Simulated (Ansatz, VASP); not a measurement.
**CoPt2O2 in VASP and in Ansatz**

The input INCAR:

```
SYSTEM = CoPt2O2
PREC     = Accurate       ! precision mode
ENCUT    = 520            ! plane-wave cutoff, eV
EDIFF    = 1E-6           ! SCF threshold, eV
ISMEAR   = -1             ! smearing method
SIGMA    = 0.05           ! smearing width, eV
LREAL    = .False.        ! projectors in reciprocal space
LASPH    = .True.         ! aspherical terms in the spheres
NELM     = 150            ! most SCF steps
ALGO     = Normal         ! electronic algorithm
ISIF     = 2              ! what is computed and relaxed
LWAVE    = .False.        ! write WAVECAR
LCHARG   = .False.        ! write CHGCAR
ISPIN    = 2              ! spin polarisation
MAGMOM   = 0 0 0 0 2      ! initial moments
LORBIT   = 11             ! projections on sites
LMAXMIX  = 4              ! l up to which the mixer works
LDIPOL   = .True.       
IDIPOL   = 3            
DIPOL    = 0.5 0.5 0.500
GGA      = PE             ! functional
NBANDS   = 32             ! bands
```

Contents of KPOINTS:

```
Automatic mesh
0
Gamma
  11 11 1
  0 0 0
```

File POSCAR:

```
CoPt2O2
1.0
    2.8245398345      0.0000000000      0.0000000000
   -1.4122699173      2.4461232507      0.0000000000
    0.0000000000      0.0000000000     20.9393891094
Pt O Co
2 2 1
Direct
    0.6666666667      0.3333333333      0.3581766383
    0.3333333333      0.6666666667      0.6418233617
    0.6666666667      0.3333333333      0.4536895923
    0.3333333333      0.6666666667      0.5463104077
    0.0000000000      0.0000000000      0.5000000000
```

The input input.yaml:

```yaml
crystal:
  lattice:
    - [2.8245398345, 0.0, 0.0]
    - [-1.4122699173, 2.4461232507, 0.0]
    - [0.0, 0.0, 20.9393891094]
  atoms:
    - { symbol: Pt, position: [0.6666666667, 0.3333333333, 0.3581766383] }
    - { symbol: O, position: [0.6666666667, 0.3333333333, 0.4536895923] }
    - { symbol: Co, position: [0.0, 0.0, 0.5], spin: 2.0 }
    - { symbol: O, position: [0.3333333333, 0.6666666667, 0.5463104077] }
    - { symbol: Pt, position: [0.3333333333, 0.6666666667, 0.6418233617] }
hamiltonian:
  xc: pbe
  pseudopotentials: { kind: paw }
magnetization:
  spin_polarized: true
kpoints:
  mp_grid: { grid: [11, 11, 1] }
scf:
  occupations: { method: fermi_dirac, width: 0.05 }
output:
  forces: true
  eigenvalues: true
efield:
  axis: 3
  dipole_correction: true
  ramp_width: 0.04
```

Alike in both runs: task single point; functional PBE; k mesh 11 × 11 × 1; occupations fermi-dirac, width 0.05 eV; collinear spin.

|  | VASP | Ansatz |
| --- | --- | --- |
| version | VASP 6.6.1 | Ansatz 0.2.0 |
| potentials or method | VASP PAW PBE potentials, release 64 (Pt, O, Co) | Ansatz PAW |
| plane-wave cutoff (eV) | 520 | 420 |
| valence electrons in the cell | 41 | 65 |

VASP gave:

* gap on the k mesh at the Fermi level (eV): none
* rms of the force components (eV/Å): 0.354
* net moment per atom (μB): 0.25
* size of the moment on the site where the two differ most (μB): 0.31

Task: Which values does Ansatz return?

Result: gap on the k mesh at the Fermi level (eV): none; rms of the force components (eV/Å): 0.342; net moment per atom (μB): 0.25; size of the moment on the site where the two differ most (μB): 0.22.

Site moments also hang on the region over which each program counts them. A gap of «none» marks a metal or a gap that the smearing closes. VASP's potentials hold 41 valence electrons a cell and Ansatz's 65, so a difference there can come from the potentials and not from the codes.

Spin-orbit coupling is off throughout.
